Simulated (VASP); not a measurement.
# ZnS (m.bpbe0) (F-43m) in VASP: single point with PBE0

Aim: the single point of ZnS (m.bpbe0) with PBE0.

All numbers are computed with VASP 6.6.1; they aren't measurements. Logs are shortened: lines on timing, memory, paths and dates and some standing lists are left out, and cuts for length are marked.

### 1 The cell of the first run

The structure is cubic, space group F-43m (No. 216). The conventional cell has a = 5.444 Å, b = 5.444 Å, c = 5.444 Å, α = 90.00°, β = 90.00°, γ = 90.00°. Within 3.1 Å of Zn (site symmetry -43m) lie 4 S at 2.36 Å. Within 3.1 Å of S (site symmetry -43m) lie 4 Zn at 2.36 Å.

### 2 Single point, PBE0

File POSCAR:

```
ZnS
1.0
    0.0000000000      2.7217752283      2.7217752283
    2.7217752283      0.0000000000      2.7217752283
    2.7217752283      2.7217752283      0.0000000000
Zn S
1 1
Direct
    0.0000000000      0.0000000000      0.0000000000
    0.2500000000      0.2500000000      0.2500000000
```

File INCAR.step1:

```
PREC = Accurate
ENCUT = 400
EDIFF = 1E-5
ISMEAR = 0
SIGMA = 0.01
LREAL = False
LASPH = True
NELM = 120
ALGO = Normal
ISIF = 2
LWAVE = True
NBANDS = 16
GGA = PE
GGA_COMPAT = False
```

File INCAR.step2:

```
PREC = Accurate
ENCUT = 400
EDIFF = 1E-6
ISMEAR = 0
SIGMA = 0.01
LREAL = False
LASPH = True
NELM = 120
ALGO = Normal
ISIF = 2
LWAVE = False
LCHARG = True
GGA = PE
LHFCALC = True
AEXX = 0.25
PRECFOCK = Normal
LELF = True
LVHAR = True
NBANDS = 16
ISTART = 1
GGA_COMPAT = False
```

File KPOINTS:

```
Automatic mesh
0
Gamma
  6 6 6
```

Potentials or basis: VASP PAW PBE potentials, release 64 (Zn, S).

Run with:

```
> cat potpaw_PBE.64/Zn/POTCAR potpaw_PBE.64/S/POTCAR > POTCAR
> cp INCAR.step1 INCAR
> mpirun -np 1 vasp_std > vasp.out
> cp INCAR.step2 INCAR
> mpirun -np 1 vasp_std > vasp.out
```

OUTCAR:

```text
PREC = Accurate
   ENCUT = 400
   EDIFF = 1E-6
   ISMEAR = 0
   LREAL = False
   LASPH = True
   NELM = 120
   ISIF = 2
   GGA = PE
   LHFCALC = True
   AEXX = 0.25
   PRECFOCK = Normal
   ISTART = 1

 ion  position               nearest neighbor table
   1  0.000  0.000  0.000-   2 2.36   2 2.36   2 2.36   2 2.36
   2  0.250  0.250  0.250-   1 2.36   1 2.36   1 2.36   1 2.36

  LATTYP: Found a face centered cubic cell.
 ALAT       =     5.4435504566

  Lattice vectors:

 A1 = (   0.0000000000,   2.7217752283,   2.7217752283)
 A2 = (   2.7217752283,   0.0000000000,   2.7217752283)
 A3 = (   2.7217752283,   2.7217752283,   0.0000000000)

Analysis of symmetry for initial positions (statically):
=====================================================================
 Subroutine PRICEL returns:
 Original cell was already a primitive cell.

 Routine SETGRP: Setting up the symmetry group for a
 face centered cubic supercell.

 Subroutine GETGRP returns: Found 24 space group operations
 (whereof 24 operations were pure point group operations)
 out of a pool of 48 trial point group operations.

The static configuration has the point symmetry T_d .

Analysis of symmetry for dynamics (positions and initial velocities):
=====================================================================
 Subroutine PRICEL returns:
 Original cell was already a primitive cell.

 Routine SETGRP: Setting up the symmetry group for a
 face centered cubic supercell.

 Subroutine GETGRP returns: Found 24 space group operations
 (whereof 24 operations were pure point group operations)
 out of a pool of 48 trial point group operations.

The dynamic configuration has the point symmetry T_d .

 Subroutine INISYM returns: Found 24 space group operations
 (whereof 24 operations are pure point group operations),
 and found     1 'primitive' translations

----------------------------------------------------------------------------------------

                                     Primitive cell

  volume of cell :      40.3262

  direct lattice vectors                    reciprocal lattice vectors
     0.000000000  2.721775228  2.721775228    -0.183703634  0.183703634  0.183703634
     2.721775228  0.000000000  2.721775228     0.183703634 -0.183703634  0.183703634
     2.721775228  2.721775228  0.000000000     0.183703634  0.183703634 -0.183703634

  length of vectors
     3.849171442  3.849171442  3.849171442     0.318184027  0.318184027  0.318184027

  position of ions in fractional coordinates (direct lattice)
     0.000000000  0.000000000  0.000000000
     0.250000000  0.250000000  0.250000000

  ion indices of the primitive-cell ions
   primitive index   ion index
                 1           1
                 2           2

----------------------------------------------------------------------------------------

 KPOINTS: Automatic mesh

Automatic generation of k-mesh.
 Grid dimensions read from file:
 generate k-points for:    6    6    6

 Generating k-lattice:

  Cartesian coordinates                     Fractional coordinates (reciprocal lattice)
    -0.030617272  0.030617272  0.030617272     0.166666667  0.000000000  0.000000000
     0.030617272 -0.030617272  0.030617272     0.000000000  0.166666667  0.000000000
     0.030617272  0.030617272 -0.030617272     0.000000000  0.000000000  0.166666667

  Length of vectors
     0.053030671  0.053030671  0.053030671

  Shift w.r.t. Gamma in fractional coordinates (k-lattice)
     0.000000000  0.000000000  0.000000000

 Subroutine IBZKPT returns following result:
 ===========================================

 Found     16 irreducible k-points:

 Following reciprocal coordinates:
            Coordinates               Weight
  0.000000  0.000000  0.000000      1.000000
  0.166667  0.000000  0.000000      8.000000
  0.333333  0.000000  0.000000      8.000000
  0.500000  0.000000  0.000000      4.000000
  0.166667  0.166667  0.000000      6.000000
  0.333333  0.166667  0.000000     24.000000
[... 8 lines left out ...]
 -0.333333  0.333333  0.166667     24.000000
 -0.333333  0.500000  0.166667     12.000000
   k-points           NKPTS =     16   k-points in BZ     NKDIM =    216   number of bands    NBANDS=     16
   number of dos      NEDOS =    301   number of ions     NIONS =      2
   total plane-waves  NPLWV =  21952
   dimension x,y,z NGX =    28 NGY =   28 NGZ =   28
   dimension x,y,z NGXF=    56 NGYF=   56 NGZF=   56
   ions per type =               1   1
   NGX,Y,Z   is equivalent  to a cutoff of  12.09, 12.09, 12.09 a.u.
   NGXF,Y,Z  is equivalent  to a cutoff of  24.19, 24.19, 24.19 a.u.
 SYSTEM =  unknown system
   PREC   = accura    normal or accurate (medium, high low for compatibility)
   ISTART =      1    job   : 0-new  1-cont  2-samecut
   ICHARG =      0    charge: 1-file 2-atom 10-const
   ISPIN  =      1    spin polarized calculation?
   LNONCOLLINEAR =      F non collinear calculations
   LSORBIT =      F    spin-orbit coupling
   LASPH  =      T    aspherical Exc in radial PAW
   ENCUT  =  400.0 eV  29.40 Ry    5.42 a.u.   6.28  6.28  6.28*2*pi/ulx,y,z
   NELM   =    120;   NELMIN=  2; NELMDL=  0     # of ELM steps
   EDIFF  = 0.1E-05   stopping-criterion for ELM
   LREAL  =      F    real-space projection
   EDIFFG = 0.1E-04   stopping-criterion for IOM
   NSW    =      0    number of steps for IOM
   IBRION =     -1    ionic relax: 0-MD 1-quasi-New 2-CG
   NFREE  =      0    steps in history (QN), initial steepest desc. (CG)
   ISIF   =      2    stress and relaxation
   ISYM   =      3    0-nonsym 1-usesym 2-fastsym
   POTIM  = 0.5000    time-step for ionic-motion
   TEBEG  =    0.0;   TEEND  =   0.0 temperature during run
   PSTRESS=    0.0 pullay stress
   NELECT =      18.0000    total number of electrons
   NUPDOWN=      -1.0000    fix difference up-down
   EMIN   =  10.00;   EMAX   =-10.00  energy-range for DOS
   EFERMI =   0.00;   METHOD = LEGACY
   ISMEAR =     0;   SIGMA  =   0.01  broadening in eV -4-tet -1-fermi 0-gaus
   EFERMI_NEDOS =   21; number of points for ismear=-14 and -15
   IALGO  =     38    algorithm
   IMIX   =      1    mixing-type and parameters
     AMIX     =   0.40;   BMIX     =  1.00
     AMIX_MAG =   1.60;   BMIX_MAG =  1.00
  volume/ion in A,a.u.               =      20.16       136.07
  Fermi-wavevector in a.u.,A,eV,Ry     =   1.251133  2.364298 21.297652  1.565333
  Thomas-Fermi vector in A             =   2.385095
   LORBIT       =      0    0 simple, 1 ext, 2 COOP (PROOUT), +10 PAW based schemes
   GGA     = PE    functional components
   LHFCALC =     T    Hartree Fock is set to
   PRECFOCK=normal    Normal, Fast or Accurate (Low or Medium for compatibility)
   ENCUT4O =  -1.0   cutoff for four orbital integrals eV
   NKREDX  =     1    reduce k-point grid by
   NKREDY  =     1    reduce k-point grid by
   NKREDZ  =     1    reduce k-point grid by
   AEXX    =    0.2500 exact exchange contribution
   HFSCREEN=    0.0000 screening length (either q_TF or 0.3 A-1)
   HFSCREENC=   0.0000 screening length for correlation (either q_TF or 0.3 A-1)
   ENCUTFOCK=  -1.0 apply spherical cutoff to Coloumb kernel
   IVDW    =     0    specifies the selected vdW correction
   LEPSILON=     F    determine dielectric tensor
   LRPA    =     F    only Hartree local field effects (RPA)
 non-spin polarized calculation
 Gauss-broadening in eV      SIGMA  =   0.01
  energy-cutoff  :      400.00
  volume of cell :       40.33
 maximum number of plane-waves:       754
 NGX is ok and might be reduce to    28
  NGX = 20; NGY = 20; NGZ = 20

 number of electron      17.9999988 magnetization

 Free energy of the ion-electron system (eV)
  ---------------------------------------------------
  ext. energy  EPLUGINS =         0.00000000
  ---------------------------------------------------
  free energy    TOTEN  =        -8.93467159 eV

  energy without entropy =       -8.93467159  energy(sigma->0) =       -8.93467159

 E-fermi :   0.8789     XC(G=0):  -7.5140

 val. band max:        0.8118504319   @ k =   0.0000   0.0000   0.0000
 cond. band min:       4.7141720963   @ k =   0.0000   0.0000   0.0000
 fundamental gap:      3.9023216645
 Fermi energy:         0.8788682017

 k-point     1 :       0.0000    0.0000    0.0000
  band No.  band energies     occupation
      1     -13.4192      2.00000
      2      -7.0120      2.00000
      3      -7.0120      2.00000
      4      -7.0120      2.00000
      5      -6.5900      2.00000
      6      -6.5900      2.00000
[... 8 lines left out ...]
     15      14.7364      0.00000
     16      14.7711      0.00000

 k-point     2 :       0.1667    0.0000    0.0000
  band No.  band energies     occupation
      1     -13.2088      2.00000
      2      -6.9807      2.00000
      3      -6.9807      2.00000
      4      -6.9726      2.00000
      5      -6.5919      2.00000
      6      -6.5919      2.00000
[... 8 lines left out ...]
     15      13.8671      0.00000
     16      15.5236      0.00000

 k-point     3 :       0.3333    0.0000    0.0000
  band No.  band energies     occupation
      1     -12.7372      2.00000
      2      -6.9286      2.00000
      3      -6.9286      2.00000
      4      -6.7429      2.00000
      5      -6.5818      2.00000
      6      -6.5818      2.00000
[... 8 lines left out ...]
     15      14.5381      0.00000
     16      14.6455      0.00000

 k-point     4 :       0.5000    0.0000    0.0000
  band No.  band energies     occupation
      1     -12.4692      2.00000
      2      -6.9099      2.00000
      3      -6.9099      2.00000
      4      -6.5673      2.00000
      5      -6.5673      2.00000
      6      -6.3659      2.00000
[... 8 lines left out ...]
     15      16.5159      0.00000
     16      16.5159      0.00000
[... 172 lines left out ...]
 k-point    14 :       0.5000    0.3333    0.1667
  band No.  band energies     occupation
      1     -12.4141      2.00000
      2      -6.8746      2.00000
      3      -6.8505      2.00000
      4      -6.7119      2.00000
      5      -6.5670      2.00000
      6      -6.4643      2.00000
[... 8 lines left out ...]
     15      17.0258      0.00000
     16      17.7143      0.00000

 k-point    15 :      -0.3333    0.3333    0.1667
  band No.  band energies     occupation
      1     -12.2338      2.00000
      2      -6.8644      2.00000
      3      -6.8171      2.00000
      4      -6.6356      2.00000
      5      -6.5878      2.00000
      6      -6.2366      2.00000
[... 8 lines left out ...]
     15      16.7433      0.00000
     16      17.5662      0.00000

 k-point    16 :      -0.3333    0.5000    0.1667
  band No.  band energies     occupation
      1     -12.1510      2.00000
      2      -6.8598      2.00000
      3      -6.7728      2.00000
      4      -6.6746      2.00000
      5      -6.5671      2.00000
      6      -6.2081      2.00000
[... 8 lines left out ...]
     15      17.0922      0.00000
     16      17.8353      0.00000

------------------------ aborting loop because EDIFF is reached ----------------------------------------

  FORCE on cell =-STRESS in cart. coord.  units (eV):
  Direction    XX          YY          ZZ          XY          YZ          ZX
  --------------------------------------------------------------------------------------
  -------------------------------------------------------------------------------------
  Total       -0.3252029     -0.3252029     -0.3252029      0.0000000      0.0000000      0.0000000
  in kB      -12.9204682    -12.9204682    -12.9204682      0.0000000      0.0000000      0.0000000
  external PRESSURE =     -12.9204682 kB  Pullay stress =       0.0000000 kB

 VOLUME and BASIS-vectors are now :
 -----------------------------------------------------------------------------
  energy-cutoff  :      400.00
  volume of cell :       40.33
      direct lattice vectors                 reciprocal lattice vectors
     0.000000000  2.721775228  2.721775228    -0.183703634  0.183703634  0.183703634
     2.721775228  0.000000000  2.721775228     0.183703634 -0.183703634  0.183703634
     2.721775228  2.721775228  0.000000000     0.183703634  0.183703634 -0.183703634

 POSITION                                       TOTAL-FORCE (eV/Angst)
 -----------------------------------------------------------------------------------
      0.00000      0.00000      0.00000         0.000000      0.000000      0.000000
      1.36089      1.36089      1.36089        -0.000000     -0.000000     -0.000000
 -----------------------------------------------------------------------------------
    total drift:                                0.000136      0.000079      0.000067

  FREE ENERGIE OF THE ION-ELECTRON SYSTEM (eV)
  ---------------------------------------------------
  free  energy   TOTEN  =        -8.9346715894 eV

  energy  without entropy=       -8.9346715894  energy(sigma->0) =       -8.93467159
```

Wall time 14 min (1 thread of Intel Xeon 6975P-C (Granite Rapids), shared host); peak memory 0.16 GiB.

What came out:

```yaml
Free_energy: -8.9347 eV
Pressure: -1.3 GPa
Band_gap_on_the_k_mesh: 3.90 eV, direct
```

Levels at points of the mesh, in eV from the valence-band top:
```tsv
k point	band 6	band 7	band 8	band 9	band 10	band 11	band 12	band 13
(0.00, 0.00, 0.00)	-7.40	0.00	0.00	0.00	3.90	8.42	8.42	8.42
(0.50, 0.00, 0.00)	-7.18	-5.51	-0.89	-0.89	5.20	8.92	8.92	10.85
(0.50, 0.50, 0.00)	-7.14	-4.94	-2.29	-2.29	5.13	5.97	13.12	14.29
```

Caveat: the PAW data sets were made with another functional, which shifts forces and pressure a little.
